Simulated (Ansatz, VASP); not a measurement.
**SnSe: VASP beside Ansatz**

```xyz
2
Lattice="0.1312 3.0432 3.0432 3.0432 0.1312 3.0432 3.0432 3.0432 0.1312" Properties=species:S:1:pos:R:3 pbc="T T T"
Sn    0.0000    0.0000    0.0000
Se    3.1088    3.1088    3.1088
```

Change from the starting cell: epitaxial_111 strain -3.0%.

Alike in both runs: task single point; functional r2SCAN; k mesh 8 × 8 × 8; occupations fermi-dirac, width 0.02 eV; non-collinear spin, spin-orbit coupling.

|  | VASP | Ansatz |
| --- | --- | --- |
| version | VASP 6.6.1 | Ansatz 0.2.0 |
| potentials or method | VASP PAW PBE potentials, release 64 (Sn_d, Se) | plane waves, PAW |
| plane-wave cutoff (eV) | 520 | 500 |
| valence electrons in the cell | 20 | 30 |

```tsv
	VASP	Ansatz	Ansatz less VASP
pressure (GPa)	1.7	1.6	-0.04
traceless stress, the component that is largest in VASP (GPa)	-0.86	-0.86	-0.002
```

VASP's potentials were made for PBE, not for r2SCAN. The functional is the same, so the differences come from potentials, cutoffs and numerics. VASP's potentials hold 20 valence electrons a cell and Ansatz's 30, so a difference there can come from the potentials and not from the codes.
